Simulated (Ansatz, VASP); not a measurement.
## Mo: VASP beside Ansatz

```
CELL_PARAMETERS angstrom
0.00000 2.06052 2.06052
2.06052 0.00000 2.06052
2.06052 2.06052 0.00000
ATOMIC_POSITIONS crystal
Mo 0.00000 0.00000 0.00000
```

Alike in both runs: task single point; functional revPBE; k mesh 15 × 15 × 15; occupations fermi-dirac, width 0.1 eV; no spin polarisation.

|  | VASP | Ansatz |
| --- | --- | --- |
| version | VASP 6.6.1 | Ansatz 0.2.0 |
| potentials or method | VASP PAW PBE potentials, release 64 (Mo_sv), cutoff 520 eV | plane waves (420 eV) with PAW, scalar-relativistic |
| valence electrons in the cell | 14 | 14 |

|  | VASP | Ansatz | Ansatz less VASP |
| --- | --- | --- | --- |
| pressure (GPa) | -14.7 | -15.0 | -0.32 |

VASP's potentials were made for PBE, not for revPBE. With one functional, cell and mesh, what is left measures potentials, basis and numerics.
